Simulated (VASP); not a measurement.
Set up this calculation in VASP 6.6.1, as the native input.

```yaml
Task: single point
Functional: PBE
Potentials_or_basis: VASP PAW PBE potentials, release 64 (Al)
Cutoff: 500 eV
k_mesh: 18 × 18 × 18
Occupations: gaussian, width 0.1 eV
Spin: no spin polarisation
Dipole_correction: no
Further_INCAR_settings: ALGO = Normal; EDIFF = 1e-06; NBANDS = 8
```

The structure of Al lies in POSCAR:

```
Al
1.0
    0.0000000000      2.0003156252      2.0003156252
    2.0003156252      0.0000000000      2.0003156252
    2.0003156252      2.0003156252      0.0000000000
Al
1
Direct
    0.0000000000      0.0000000000      0.0000000000
```

This cell differs from its parent crystal: volume scaled by 0.97.

These files were run (other wordings do the same):

INCAR

```
SYSTEM = Al
  PREC = Accurate
  ENCUT = 500
  EDIFF = 1E-6
  ISMEAR = 0
  SIGMA = 0.1
  LREAL = .False.
  LASPH = .True.
  NELM = 120
  ALGO = Normal
  ISIF = 2
  LWAVE = .False.
  LCHARG = .True.
  GGA = PE
  LELF = .True.
  LVHAR = .True.
  NBANDS = 8
  GGA_COMPAT = .False.
```

KPOINTS

```
Automatic mesh
0
Gamma
  18 18 18
  0 0 0
```

Potentials or basis: VASP PAW PBE potentials, release 64 (Al).

Command:

```bash
$ cat potpaw_PBE.64/Al/POTCAR > POTCAR
$ mpirun -np 1 vasp_std > vasp.out
```

Results of the run:

```yaml
Pressure: 2.4 GPa
```

It took 10 s on 1 thread of Intel Xeon 6975P-C, with other jobs on the host, peak memory 0.14 GiB.
